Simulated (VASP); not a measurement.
Wanted: the native input for a VASP 6.6.1 run.

- Task: single point
- Functional: r2SCAN
- Potentials or basis: VASP PAW PBE potentials, release 64 (Li_sv, Na_pv, Cl)
- Cutoff: 520 eV
- k mesh: 6 × 6 × 6
- Occupations: gaussian, width 0.01 eV
- Spin: no spin polarisation
- Dipole correction: no
- Further INCAR settings: ALGO = Normal; EDIFF = 1e-06; NBANDS = 20

Crystal: NaLiCl2.

```xyz
4
Lattice="1.8916 1.0921 6.2476 -1.8916 1.0921 6.2476 0.0000 -2.1842 6.2476" Properties=species:S:1:pos:R:3 pbc="T T T"
Li    1.8916    1.0921    6.2476
Na    0.0000    0.0000    9.3715
Cl    0.0000    0.0000    4.8110
Cl    0.0000    0.0000   13.9319
```

The input as run:

POSCAR

```
NaLiCl2
1.0
    1.8915979397      1.0921145797      6.2476405503
   -1.8915979397      1.0921145797      6.2476405503
    0.0000000000     -2.1842291594      6.2476405503
Li Na Cl
1 1 2
Direct
    1.0000000000      0.0000000000      0.0000000000
    0.5000000000      0.5000000000      0.5000000000
    0.2566860795      0.2566860795      0.2566860795
    0.7433139205      0.7433139205      0.7433139205
```

INCAR.step1

```
SYSTEM = NaLiCl2
PREC = Accurate ; ENCUT = 520
ISMEAR = 0 ; SIGMA = 0.01
LREAL = .FALSE. ; LASPH = .TRUE.
NELM = 100 ; NBANDS = 20
GGA = PE ; ALGO = Normal
EDIFF = 1E-4 ; LWAVE = .TRUE.
LCHARG = .FALSE.
```

INCAR.step2

```
SYSTEM = NaLiCl2
PREC = Accurate ; ENCUT = 520
EDIFF = 1E-6 ; ISMEAR = 0
SIGMA = 0.01 ; LREAL = .FALSE.
LASPH = .TRUE. ; NELM = 100
ALGO = Normal ; ISIF = 2
LWAVE = .FALSE. ; LCHARG = .FALSE.
METAGGA = R2SCAN ; LMIXTAU = .TRUE.
NBANDS = 20 ; ISTART = 1
```

KPOINTS

```
regular mesh
0
G
  6 6 6
  0 0 0
```

Potentials or basis: VASP PAW PBE potentials, release 64 (Li_sv, Na_pv, Cl).

Launch:

```sh
$ cat potpaw_PBE.64/Li_sv/POTCAR potpaw_PBE.64/Na_pv/POTCAR potpaw_PBE.64/Cl/POTCAR > POTCAR
$ cp INCAR.step1 INCAR
$ mpirun -np 1 vasp_std > vasp.out
$ cp INCAR.step2 INCAR
$ mpirun -np 1 vasp_std > vasp.out
```

It gave:

```json
{"Largest force": "0.010 eV/Å", "Band gap on the k mesh": "6.47 eV, direct"}
```

Caveat: the PAW data sets were made with another functional, which shifts forces and pressure a little.

Run time: 7.6 min on 1 thread of Intel(R) Xeon(R) Platinum 8488C (Sapphire Rapids) (shared host), peak memory 0.41 GiB.
